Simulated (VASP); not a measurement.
Here is a VASP 6.6.1 calculation.

File INCAR:

```
SYSTEM = Nb
PREC     = Accurate       ! precision mode
ENCUT    = 520            ! plane-wave cutoff, eV
EDIFF    = 1E-6           ! SCF threshold, eV
ISMEAR   = 0              ! smearing method
SIGMA    = 0.1            ! smearing width, eV
LREAL    = .FALSE.        ! projectors in reciprocal space
LASPH    = .TRUE.         ! aspherical terms in the spheres
NELM     = 60             ! most SCF steps
ALGO     = Normal         ! electronic algorithm
ISIF     = 2              ! what is computed and relaxed
LWAVE    = .FALSE.        ! write WAVECAR
LCHARG   = .FALSE.        ! write CHGCAR
NBANDS   = 12             ! bands
```

KPOINTS

```
regular mesh
0
G
  8 8 8
  0 0 0
```

POSCAR

```
Nb
1.0
   -1.6265958826      1.6265958826      1.6265958826
    1.6265958826     -1.6265958826      1.6265958826
    1.6265958826      1.6265958826     -1.6265958826
Nb
1
Direct
    0.0000000000      0.0000000000      0.0000000000
```

Potentials or basis: VASP PAW LDA potentials, release 64 (Nb_sv).

Command:

```bash
$ cat potpaw_LDA.64/Nb_sv/POTCAR > POTCAR
$ mpirun -np 1 vasp_std > vasp.out
```

Task: Predict the pressure.

Result: -0.1 GPa.
